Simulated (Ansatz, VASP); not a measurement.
## Two plane-wave programs on Pd

```
CELL_PARAMETERS angstrom
0.00000 1.97371 1.97371
1.97371 0.00000 1.97371
1.97371 1.97371 0.00000
ATOMIC_POSITIONS crystal
Pd 0.00000 0.00000 0.00000
```

Alike in both runs: task single point; functional PBE; k mesh 11 × 11 × 11; occupations fermi-dirac, width 0.05 eV; collinear spin.

```csv
,VASP,Ansatz
version,VASP 6.6.1,Ansatz 0.2.0
potentials or method,"VASP PAW PBE potentials, release 64 (Pd), cutoff 520 eV","plane waves (420 eV) with PAW, scalar-relativistic"
valence electrons in the cell,10,18
```

|  | VASP | Ansatz | Ansatz less VASP |
| --- | --- | --- | --- |
| pressure (GPa) | -0.1 | 0.2 | +0.29 |
| net moment per atom (μB) | 0.42 | 0.42 | +0.002 |
| size of the moment on the site where the two differ most (μB) | 0.42 | 0.43 | +0.009 |

Site moments also hang on the region over which each program counts them. With one functional, cell and mesh, what is left measures potentials, basis and numerics. VASP's potentials hold 10 valence electrons a cell and Ansatz's 18, so a difference there can come from the potentials and not from the codes.
